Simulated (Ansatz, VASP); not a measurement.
## Two plane-wave programs on Al

```
Al
1.0
     0.00000    1.99669    1.99669
     1.99669    0.00000    1.99669
     1.99669    1.99669    0.00000
Al
1
Direct
  0.00000 0.00000 0.00000
```

Alike in both runs: task single point; functional r2SCAN; k mesh 14 × 14 × 14; no spin polarisation.

```csv
,VASP,Ansatz
version,VASP 6.6.1,Ansatz 0.2.0
potentials or method,"VASP PAW PBE potentials, release 64 (Al), cutoff 520 eV","plane waves (500 eV) with PAW, scalar-relativistic"
occupations,"methfessel-paxton of order 1, width 0.1 eV","cold, width 0.1 eV"
valence electrons in the cell,3,3
```

VASP gave:

| Item | Value |
| --- | --- |
| pressure (GPa) | -0.7 |

**Question.** What did Ansatz give for the same quantities?

**Answer.** Pressure (GPa): -0.4.

VASP's potentials were made for PBE, not for r2SCAN.
